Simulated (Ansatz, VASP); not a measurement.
# Li3H2: VASP beside Ansatz

Contents of INCAR:

```
  PREC = Accurate
  ENCUT = 520
  EDIFF = 1E-7
  ISMEAR = 0
  SIGMA = 0.1
  LREAL = False
  LASPH = True
  NELM = 60
  ALGO = Normal
  ISIF = 2
  LWAVE = False
  LCHARG = False
  GGA = PE
  NBANDS = 14
```

File KPOINTS:

```
Automatic mesh
0
Gamma
  6 6 6
```

Contents of POSCAR:

```
Li3H2
1.0
    1.4522592927      0.8384622936      6.7319584885
   -1.4522592927      0.8384622936      6.7319584885
    0.0000000000     -1.6769245871      6.7319584885
Li H
3 2
Direct
    0.0000000000      0.0000000000      0.0000000000
    0.2095000000      0.2095000000      0.2095000000
    0.7905000000      0.7905000000      0.7905000000
    0.4000000000      0.4000000000      0.4000000000
    0.6000000000      0.6000000000      0.6000000000
```

Input for Ansatz:

```yaml
crystal:
  lattice:
    - [1.4522592927, 0.8384622936, 6.7319584885]
    - [-1.4522592927, 0.8384622936, 6.7319584885]
    - [0.0, -1.6769245871, 6.7319584885]
  atoms:
    - { symbol: Li, position: [0.0, 0.0, 0.0] }
    - { symbol: Li, position: [0.2095, 0.2095, 0.2095] }
    - { symbol: Li, position: [0.7905, 0.7905, 0.7905] }
    - { symbol: H, position: [0.4, 0.4, 0.4] }
    - { symbol: H, position: [0.6, 0.6, 0.6] }
basis:
  ecutwfc: 420
kpoints:
  mp_grid: { grid: [6, 6, 6] }
hamiltonian:
  xc: pbe
scf:
  occupations: { method: gaussian, width: 0.1 }
  lower_state_search: "off"
output:
  forces: true
  stress: true
  eigenvalues: true
```

Alike in both runs: task single point; functional PBE; k mesh 6 × 6 × 6; occupations gaussian, width 0.1 eV; no spin polarisation.

```csv
,VASP,Ansatz
version,VASP 6.6.1,Ansatz 0.2.0
potentials or method,"VASP PAW PBE potentials, release 64 (Li_sv, H), cutoff 520 eV","scalar-relativistic, plane waves, PAW"
valence electrons in the cell,11,11
```

```csv
,VASP,Ansatz,Ansatz less VASP
gap on the k mesh at the Fermi level (eV),none,none,-
rms of the force components (eV/Å),0.690,0.688,-0.0021
```

Atom by atom the forces differ by 0.002 eV/Å (rms over components). A gap of «none» marks a metal or a gap that the smearing closes. The functional is the same, so the differences come from potentials, cutoffs and numerics.

The k mesh is coarse, so the values compare programs but aren't converged. Noted on VASP's run: the cutoff is under 1.25 times that of the potentials, so the pressure is a little rough.
